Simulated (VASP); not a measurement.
# CdSe (F-43m) in VASP: notebook

The runs below take CdSe through single point, with PBE, r2SCAN.

All numbers are computed with VASP 6.6.1; they aren't measurements. Logs are shortened: lines on timing, memory, paths and dates and some standing lists are left out, and cuts for length are marked.

### 1 The cell of the first run

Symmetry: F-43m, No. 216, cubic system. Conventional cell: a = 6.197 Å, b = 6.197 Å, c = 6.197 Å, α = 90.00°, β = 90.00°, γ = 90.00°. Within 3.5 Å of Cd (site symmetry -43m) lie 4 Se at 2.68 Å. Se (site symmetry -43m) has 4 Cd at 2.68 Å within 3.5 Å.

### 2 Single point, PBE

File INCAR:

```
ALGO     = Normal         # electronic algorithm
EDIFF    = 1E-6           # SCF threshold, eV
ENCUT    = 520            # plane-wave cutoff, eV
GGA      = PE             # functional
ISIF     = 2              # what is computed and relaxed
ISMEAR   = -1             # smearing method
LASPH    = T              # aspherical terms in the spheres
LCHARG   = F              # write CHGCAR
LREAL    = F              # projectors in reciprocal space
LWAVE    = F              # write WAVECAR
NBANDS   = 16             # bands
NELM     = 100            # most SCF steps
PREC     = Accurate       # precision mode
SIGMA    = 0.02           # smearing width, eV
```

File KPOINTS:

```
k-points
0
Gamma
  6 6 6
```

File POSCAR:

```
CdSe
1.0
    0.0000000000      3.0986163502      3.0986163502
    3.0986163502      0.0000000000      3.0986163502
    3.0986163502      3.0986163502      0.0000000000
Cd Se
1 1
Direct
    0.0000000000      0.0000000000      0.0000000000
    0.7500000000      0.7500000000      0.7500000000
```

Potentials or basis: VASP PAW PBE potentials, release 64 (Cd, Se).

Command:

```console
$ cat potpaw_PBE.64/Cd/POTCAR potpaw_PBE.64/Se/POTCAR > POTCAR
$ mpirun -np 1 vasp_std > vasp.out
```

OUTCAR:

```text
EDIFF = 1E-6
   ENCUT = 520
   GGA = PE
   ISIF = 2
   ISMEAR = -1
   LASPH = T
   LREAL = F
   NELM = 100
   PREC = Accurate

 ion  position               nearest neighbor table
   1  0.000  0.000  0.000-   2 2.68   2 2.68   2 2.68   2 2.68
   2  0.750  0.750  0.750-   1 2.68   1 2.68   1 2.68   1 2.68

  LATTYP: Found a face centered cubic cell.
 ALAT       =     6.1972327004

  Lattice vectors:

 A1 = (   0.0000000000,   3.0986163502,   3.0986163502)
 A2 = (   3.0986163502,   0.0000000000,   3.0986163502)
 A3 = (   3.0986163502,   3.0986163502,   0.0000000000)

Analysis of symmetry for initial positions (statically):
=====================================================================
 Subroutine PRICEL returns:
 Original cell was already a primitive cell.

 Routine SETGRP: Setting up the symmetry group for a
 face centered cubic supercell.

 Subroutine GETGRP returns: Found 24 space group operations
 (whereof 24 operations were pure point group operations)
 out of a pool of 48 trial point group operations.

The static configuration has the point symmetry T_d .

Analysis of symmetry for dynamics (positions and initial velocities):
=====================================================================
 Subroutine PRICEL returns:
 Original cell was already a primitive cell.

 Routine SETGRP: Setting up the symmetry group for a
 face centered cubic supercell.

 Subroutine GETGRP returns: Found 24 space group operations
 (whereof 24 operations were pure point group operations)
 out of a pool of 48 trial point group operations.

The dynamic configuration has the point symmetry T_d .

 Subroutine INISYM returns: Found 24 space group operations
 (whereof 24 operations are pure point group operations),
 and found     1 'primitive' translations

----------------------------------------------------------------------------------------

                                     Primitive cell

  volume of cell :      59.5023

  direct lattice vectors                    reciprocal lattice vectors
     0.000000000  3.098616350  3.098616350    -0.161362345  0.161362345  0.161362345
     3.098616350  0.000000000  3.098616350     0.161362345 -0.161362345  0.161362345
     3.098616350  3.098616350  0.000000000     0.161362345  0.161362345 -0.161362345

  length of vectors
     4.382105267  4.382105267  4.382105267     0.279487780  0.279487780  0.279487780
[... 69 lines left out ...]
   LASPH  =      T    aspherical Exc in radial PAW
   ENCUT  =  520.0 eV  38.22 Ry    6.18 a.u.   8.15  8.15  8.15*2*pi/ulx,y,z
   NELM   =    100;   NELMIN=  2; NELMDL= -5     # of ELM steps
   EDIFF  = 0.1E-05   stopping-criterion for ELM
   LREAL  =      F    real-space projection
   EDIFFG = 0.1E-04   stopping-criterion for IOM
   NSW    =      0    number of steps for IOM
   IBRION =     -1    ionic relax: 0-MD 1-quasi-New 2-CG
   NFREE  =      0    steps in history (QN), initial steepest desc. (CG)
   ISIF   =      2    stress and relaxation
   ISYM   =      2    0-nonsym 1-usesym 2-fastsym
   POTIM  = 0.5000    time-step for ionic-motion
   TEBEG  =    0.0;   TEEND  =   0.0 temperature during run
   PSTRESS=    0.0 pullay stress
   NELECT =      18.0000    total number of electrons
   NUPDOWN=      -1.0000    fix difference up-down
   EMIN   =  10.00;   EMAX   =-10.00  energy-range for DOS
   EFERMI =   0.00;   METHOD = LEGACY
   ISMEAR =    -1;   SIGMA  =   0.02  broadening in eV -4-tet -1-fermi 0-gaus
   EFERMI_NEDOS =   21; number of points for ismear=-14 and -15
   IALGO  =     38    algorithm
   IMIX   =      4    mixing-type and parameters
     AMIX     =   0.40;   BMIX     =  1.00
     AMIX_MAG =   1.60;   BMIX_MAG =  1.00
  volume/ion in A,a.u.               =      29.75       200.77
  Fermi-wavevector in a.u.,A,eV,Ry     =   1.098975  2.076762 16.432386  1.207746
  Thomas-Fermi vector in A             =   2.235362
   LORBIT       =      0    0 simple, 1 ext, 2 COOP (PROOUT), +10 PAW based schemes
   GGA     = PE    functional components
   LHFCALC =     F    Hartree Fock is set to
   AEXX    =    0.0000 exact exchange contribution
   IVDW    =     0    specifies the selected vdW correction
   LEPSILON=     F    determine dielectric tensor
   LRPA    =     F    only Hartree local field effects (RPA)
 non-spin polarized calculation
  energy-cutoff  :      520.00
  volume of cell :       59.50
 maximum number of plane-waves:      1639
 NGX is ok and might be reduce to    36
   NGX = 17   NGY = 17   NGZ = 17

 number of electron      18.0000000 magnetization

 Free energy of the ion-electron system (eV)
  ---------------------------------------------------
  ext. energy  EPLUGINS =         0.00000000
  ---------------------------------------------------
  free energy    TOTEN  =        -5.49551493 eV

  energy without entropy =       -5.49551489  energy(sigma->0) =       -5.49551491

 E-fermi :   0.7711     XC(G=0):  -8.6314

 val. band max:        0.5150488217   @ k =   0.0000   0.0000   0.0000
 cond. band min:       1.0051626004   @ k =   0.0000   0.0000   0.0000
 fundamental gap:      0.4901137787
 Fermi energy:         0.7710985459

 k-point     1 :       0.0000    0.0000    0.0000
  band No.  band energies     occupation
      1     -11.7787      2.00000
      2      -7.2500      2.00000
      3      -7.2500      2.00000
      4      -7.2500      2.00000
      5      -6.9332      2.00000
      6      -6.9332      2.00000
[... 281 lines left out ...]
      3      -7.0755      2.00000
      4      -6.9854      2.00000
      5      -6.9090      2.00000
      6      -6.5423      2.00000
[... 8 lines left out ...]
     15      13.1281      0.00000
     16      13.2368      0.00000

------------------------ aborting loop because EDIFF is reached ----------------------------------------

  FORCE on cell =-STRESS in cart. coord.  units (eV):
  Direction    XX          YY          ZZ          XY          YZ          ZX
  --------------------------------------------------------------------------------------
  -------------------------------------------------------------------------------------
  Total        0.0855290      0.0855290      0.0855290     -0.0000000      0.0000000     -0.0000000
  in kB        2.3029810      2.3029810      2.3029810     -0.0000000      0.0000000     -0.0000000
  external PRESSURE =       2.3029810 kB  Pullay stress =       0.0000000 kB

 VOLUME and BASIS-vectors are now :
 -----------------------------------------------------------------------------
  energy-cutoff  :      520.00
  volume of cell :       59.50
      direct lattice vectors                 reciprocal lattice vectors
     0.000000000  3.098616350  3.098616350    -0.161362345  0.161362345  0.161362345
     3.098616350  0.000000000  3.098616350     0.161362345 -0.161362345  0.161362345
     3.098616350  3.098616350  0.000000000     0.161362345  0.161362345 -0.161362345

 POSITION                                       TOTAL-FORCE (eV/Angst)
 -----------------------------------------------------------------------------------
      0.00000      0.00000      0.00000         0.000000      0.000000      0.000000
      4.64792      4.64792      4.64792        -0.000000     -0.000000     -0.000000
 -----------------------------------------------------------------------------------
    total drift:                                0.000000      0.000000      0.000000

  FREE ENERGIE OF THE ION-ELECTRON SYSTEM (eV)
  ---------------------------------------------------
  free  energy   TOTEN  =        -5.4955149340 eV

  energy  without entropy=       -5.4955148934  energy(sigma->0) =       -5.49551491
```

It took 14 s on 1 thread of Intel Xeon Platinum 8488C (Sapphire Rapids), shared host; peak memory 0.2 GiB.

Results:

* Free energy: -5.4955 eV
* Pressure: 0.2 GPa
* Band gap on the k mesh: 0.49 eV, direct

### 3 Single point, r2SCAN

This run uses another cell than the first one, of 28.87 Å³/atom, 0.970 times its volume.

File POSCAR:

```
CdSe
1.0
    0.0000000000      3.0678017005      3.0678017005
    3.0678017005      0.0000000000      3.0678017005
    3.0678017005      3.0678017005      0.0000000000
Cd Se
1 1
Direct
    0.0000000000      0.0000000000      0.0000000000
    0.7500000000      0.7500000000      0.7500000000
```

File INCAR.step1:

```
SYSTEM = CdSe
  PREC = Accurate
  ENCUT = 520
  ISMEAR = -1
  SIGMA = 0.02
  LREAL = .False.
  LASPH = .True.
  NELM = 80
  NBANDS = 16
  GGA = PE
  ALGO = Normal
  EDIFF = 1E-4
  LWAVE = .True.
  LCHARG = .False.
```

File INCAR.step2:

```
SYSTEM = CdSe
  PREC = Accurate
  ENCUT = 520
  EDIFF = 1E-6
  ISMEAR = -1
  SIGMA = 0.02
  LREAL = .False.
  LASPH = .True.
  NELM = 80
  ALGO = Normal
  ISIF = 2
  LWAVE = .False.
  LCHARG = .False.
  METAGGA = R2SCAN
  LMIXTAU = .True.
  NBANDS = 16
  ISTART = 1
```

File KPOINTS:

```
regular mesh
0
Gamma
  6 6 6
  0 0 0
```

Potentials or basis: VASP PAW PBE potentials, release 64 (Cd, Se).

Command:

```console
$ cat potpaw_PBE.64/Cd/POTCAR potpaw_PBE.64/Se/POTCAR > POTCAR
$ cp INCAR.step1 INCAR
$ mpirun -np 1 vasp_std > vasp.out
$ cp INCAR.step2 INCAR
$ mpirun -np 1 vasp_std > vasp.out
```

OUTCAR:

```text
SYSTEM = CdSe
   PREC = Accurate
   ENCUT = 520
   EDIFF = 1E-6
   ISMEAR = -1
   LREAL = .False.
   LASPH = .True.
   NELM = 80
   ISIF = 2
   METAGGA = R2SCAN
   ISTART = 1

 ion  position               nearest neighbor table
   1  0.000  0.000  0.000-   2 2.66   2 2.66   2 2.66   2 2.66
   2  0.750  0.750  0.750-   1 2.66   1 2.66   1 2.66   1 2.66

  LATTYP: Found a face centered cubic cell.
 ALAT       =     6.1356034010

  Lattice vectors:

 A1 = (   0.0000000000,   3.0678017005,   3.0678017005)
 A2 = (   3.0678017005,   0.0000000000,   3.0678017005)
 A3 = (   3.0678017005,   3.0678017005,   0.0000000000)

Analysis of symmetry for initial positions (statically):
=====================================================================
 Subroutine PRICEL returns:
 Original cell was already a primitive cell.

 Routine SETGRP: Setting up the symmetry group for a
 face centered cubic supercell.

 Subroutine GETGRP returns: Found 24 space group operations
 (whereof 24 operations were pure point group operations)
 out of a pool of 48 trial point group operations.

The static configuration has the point symmetry T_d .

Analysis of symmetry for dynamics (positions and initial velocities):
=====================================================================
 Subroutine PRICEL returns:
 Original cell was already a primitive cell.

 Routine SETGRP: Setting up the symmetry group for a
 face centered cubic supercell.

 Subroutine GETGRP returns: Found 24 space group operations
 (whereof 24 operations were pure point group operations)
 out of a pool of 48 trial point group operations.

The dynamic configuration has the point symmetry T_d .

 Subroutine INISYM returns: Found 24 space group operations
 (whereof 24 operations are pure point group operations),
 and found     1 'primitive' translations

----------------------------------------------------------------------------------------

                                     Primitive cell

[... 98 lines left out ...]
   IALGO  =     38    algorithm
   IMIX   =      4    mixing-type and parameters
     AMIX     =   0.40;   BMIX     =  1.00
     AMIX_MAG =   1.60;   BMIX_MAG =  1.00
  volume/ion in A,a.u.               =      28.87       194.84
  Fermi-wavevector in a.u.,A,eV,Ry     =   1.110014  2.097622 16.764155  1.232131
  Thomas-Fermi vector in A             =   2.246560
   LORBIT       =      0    0 simple, 1 ext, 2 COOP (PROOUT), +10 PAW based schemes
   METAGGA = R2SCAN    functional components
   LHFCALC =     F    Hartree Fock is set to
   AEXX    =    0.0000 exact exchange contribution
   IVDW    =     0    specifies the selected vdW correction
   LEPSILON=     F    determine dielectric tensor
   LRPA    =     F    only Hartree local field effects (RPA)
 non-spin polarized calculation
  energy-cutoff  :      520.00
  volume of cell :       57.74
 maximum number of plane-waves:      1588
   NGX = 17   NGY = 17   NGZ = 17

 number of electron      18.0000008 magnetization

 Free energy of the ion-electron system (eV)
  ---------------------------------------------------
  ext. energy  EPLUGINS =         0.00000000
  ---------------------------------------------------
  free energy    TOTEN  =       -35.91299035 eV

  energy without entropy =      -35.91299035  energy(sigma->0) =      -35.91299035

 E-fermi :   0.9216     XC(G=0):  -9.3021

 val. band max:        0.4404018391   @ k =   0.0000   0.0000   0.0000
 cond. band min:       1.4663944850   @ k =   0.0000   0.0000   0.0000
 fundamental gap:      1.0259926460
 Fermi energy:         0.9216349343

 k-point     1 :       0.0000    0.0000    0.0000
  band No.  band energies     occupation
      1     -12.4302      2.00000
      2      -7.6446      2.00000
      3      -7.6446      2.00000
      4      -7.6446      2.00000
      5      -7.2722      2.00000
      6      -7.2722      2.00000
[... 281 lines left out ...]
      3      -7.4401      2.00000
      4      -7.3342      2.00000
      5      -7.2452      2.00000
      6      -6.8325      2.00000
[... 8 lines left out ...]
     15      13.8289      0.00000
     16      13.9892      0.00000

------------------------ aborting loop because EDIFF is reached ----------------------------------------

  FORCE on cell =-STRESS in cart. coord.  units (eV):
  Direction    XX          YY          ZZ          XY          YZ          ZX
  --------------------------------------------------------------------------------------
  -------------------------------------------------------------------------------------
  Total        0.0708362      0.0708362      0.0708362      0.0000000      0.0000000      0.0000000
  in kB        1.9654140      1.9654140      1.9654140      0.0000000      0.0000000      0.0000000
  external PRESSURE =       1.9654140 kB  Pullay stress =       0.0000000 kB

 VOLUME and BASIS-vectors are now :
 -----------------------------------------------------------------------------
  energy-cutoff  :      520.00
  volume of cell :       57.74
      direct lattice vectors                 reciprocal lattice vectors
     0.000000000  3.067801701  3.067801701    -0.162983155  0.162983155  0.162983155
     3.067801701  0.000000000  3.067801701     0.162983155 -0.162983155  0.162983155
     3.067801701  3.067801701  0.000000000     0.162983155  0.162983155 -0.162983155

 POSITION                                       TOTAL-FORCE (eV/Angst)
 -----------------------------------------------------------------------------------
      0.00000      0.00000      0.00000         0.000000      0.000000      0.000000
      4.60170      4.60170      4.60170        -0.000000     -0.000000     -0.000000
 -----------------------------------------------------------------------------------
    total drift:                                0.000004      0.000004      0.000004

  FREE ENERGIE OF THE ION-ELECTRON SYSTEM (eV)
  ---------------------------------------------------
  free  energy   TOTEN  =       -35.9129903484 eV

  energy  without entropy=      -35.9129903484  energy(sigma->0) =      -35.91299035
```

OSZICAR.step1:

```text
N       E                     dE             d eps       ncg     rms          rms(c)
DAV:   1     0.107524568914E+03    0.10752E+03   -0.87396E+03   512   0.100E+03
DAV:   2    -0.171793060351E+01   -0.10924E+03   -0.10295E+03   616   0.247E+02
DAV:   3    -0.584850870733E+01   -0.41306E+01   -0.41248E+01   656   0.502E+01
DAV:   4    -0.586581395455E+01   -0.17305E-01   -0.17304E-01   608   0.322E+00
DAV:   5    -0.586592746045E+01   -0.11351E-03   -0.11351E-03   672   0.228E-01    0.589E+00
DAV:   6    -0.550556366912E+01    0.36036E+00   -0.54550E-01   728   0.869E+00    0.471E+00
DAV:   7    -0.548383350157E+01    0.21730E-01   -0.14145E-01   576   0.250E+00    0.204E+00
DAV:   8    -0.548479172611E+01   -0.95822E-03   -0.13212E-02   552   0.138E+00    0.248E-01
DAV:   9    -0.548499469055E+01   -0.20296E-03   -0.14125E-03   584   0.476E-01    0.467E-02
DAV:  10    -0.548506238651E+01   -0.67696E-04   -0.14958E-04   544   0.154E-01
   1 F= -.54850624E+01 E0= -.54850624E+01  d E =-.100345E-07
```

Wall time 36 s (1 thread of Intel Xeon Platinum 8488C (Sapphire Rapids), shared host); peak memory 0.19 GiB.

What came out:

| Item | Value |
| --- | --- |
| Free energy | -35.9130 eV |
| Pressure | 0.2 GPa |
| Band gap on the k mesh | 1.03 eV, direct |

Caveat: the PAW data sets were made with another functional, which shifts forces and pressure a little.
